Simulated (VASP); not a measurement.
HgTe, 2 atoms in the cell. It takes space group Fm-3m (No. 225, cubic). Conventional cell: a = 5.804 Å, b = 5.804 Å, c = 5.804 Å, α = 90.00°, β = 90.00°, γ = 90.00°. Hg (site symmetry m-3m) has 6 Te at 2.90 Å within 3.8 Å. Te (site symmetry m-3m) has 6 Hg at 2.90 Å within 3.8 Å.  This cell differs from its parent crystal: volume scaled by 0.98.

| Property | Result |
| --- | --- |
| Program | VASP 6.6.1 |
| Task | single point |
| Functional | PBE |
| Potentials or basis | VASP PAW PBE potentials, release 64 (Hg, Te) |
| Cutoff | 520 eV |
| k mesh | 12 × 12 × 12 |
| Occupations | fermi-dirac, width 0.08 eV |
| Spin | no spin polarisation |
| Dipole correction | no |
| Further INCAR settings | ALGO = Normal; EDIFF = 1e-07; NBANDS = 16 |

Potentials or basis: VASP PAW PBE potentials, release 64 (Hg, Te).

Run with:

```console
$ cat potpaw_PBE.64/Hg/POTCAR potpaw_PBE.64/Te/POTCAR > POTCAR
$ mpirun -np 1 vasp_std > vasp.out
```

Hardware: 1 thread of AMD EPYC 9R45 96-Core Processor (Zen 5), with other jobs on the host.

Problem. Estimate the wall time of this run.

Solution. It took 27 s on 1 thread of AMD EPYC 9R45 96-Core Processor (Zen 5), on a shared host, peak memory 0.18 GiB. Counts: scf iterations 13, k points 72.
